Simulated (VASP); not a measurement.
Write the native input for VASP 6.6.1 that does the following.

```
Task                   : single point
Functional             : r2SCAN
Potentials or basis    : VASP PAW PBE potentials, release 64 (Sn_d, O)
Cutoff                 : 520 eV
k mesh                 : 8 × 6 × 3
Occupations            : gaussian, width 0.05 eV
Spin                   : no spin polarisation
Dipole correction      : no
Further INCAR settings : ALGO = Normal; EDIFF = 1e-07; NBANDS = 64
```

The system is SnO2.

```xyz
12
Lattice="0.0000 0.0000 -3.2007 -4.7598 0.0000 0.0000 0.0000 10.5201 0.0000" Properties=species:S:1:pos:R:3 pbc="T T T"
Sn   -2.3799    1.9183   -1.6004
Sn   -2.3799    6.6784   -1.6004
Sn    0.0000    4.2983   -3.2007
Sn    0.0000    9.0584   -3.2007
O    -3.3040    0.9947    0.0000
O    -3.3040    5.7547    0.0000
O    -0.9241    0.4619   -1.6004
O    -0.9241    5.2220   -1.6004
O    -3.8358    3.3747   -1.6004
O    -3.8358    8.1347   -1.6004
O    -1.4558    2.8420   -3.2007
O    -1.4558    7.6020   -3.2007
```

This cell differs from its parent crystal: the distance across one plane changed.

These files were run (other wordings do the same):

POSCAR

```
SnO2
1.0
    0.0000000000      0.0000000000     -3.2007107590
   -4.7598182097      0.0000000000      0.0000000000
    0.0000000000     10.5201150501      0.0000000000
Sn O
4 8
Direct
    0.5000000000      0.5000000000      0.1823462171
    0.5000000000      0.5000000000      0.6348182197
    1.0000000000      0.0000000000      0.4085822184
    1.0000000000      0.0000000000      0.8610542211
    0.0000000000      0.6941376349      0.0945477436
    0.0000000000      0.6941376349      0.5470197462
    0.5000000000      0.1941376349      0.0439086893
    0.5000000000      0.1941376349      0.4963806919
    0.5000000000      0.8058623651      0.3207837449
    0.5000000000      0.8058623651      0.7732557476
    1.0000000000      0.3058623651      0.2701446906
    1.0000000000      0.3058623651      0.7226166933
```

INCAR.step1

```
ALGO = Normal
EDIFF = 1E-4
ENCUT = 520
GGA = PE
ISMEAR = 0
LASPH = True
LCHARG = False
LREAL = False
LWAVE = True
NBANDS = 64
NELM = 80
PREC = Accurate
SIGMA = 0.05
```

INCAR.step2

```
ALGO = Normal
EDIFF = 1E-7
ENCUT = 520
ISIF = 2
ISMEAR = 0
ISTART = 1
LASPH = True
LCHARG = True
LELF = True
LMIXTAU = True
LREAL = False
LVHAR = True
LWAVE = False
METAGGA = R2SCAN
NBANDS = 64
NELM = 80
PREC = Accurate
SIGMA = 0.05
```

KPOINTS

```
k-points
0
Gamma
  8 6 3
```

Potentials or basis: VASP PAW PBE potentials, release 64 (Sn_d, O).

The run is started by

```bash
$ cat potpaw_PBE.64/Sn_d/POTCAR potpaw_PBE.64/O/POTCAR > POTCAR
$ cp INCAR.step1 INCAR
$ mpirun -np 1 vasp_std > vasp.out
$ cp INCAR.step2 INCAR
$ mpirun -np 1 vasp_std > vasp.out
```

It gave:

The pressure is -2.9 GPa. The largest force is 4.397 eV/Å and the band gap on the k mesh is 0.02 eV (least direct gap 0.03 eV).

Caveat: the cell differs from its parent crystal (the distance across one plane changed); the stress differs along the axes, from -10 to 1 GPa; the smearing spreads over this small gap; semilocal functionals underestimate gaps, and a narrow one can read as zero; the PAW data sets were made with another functional, which shifts forces and pressure a little; spin-orbit coupling is left out, which moves the levels of the heavy elements.

Run time: 66 min on 1 thread of Oxide Virtual Turin-like Processor, on a shared host, peak memory 0.48 GiB.
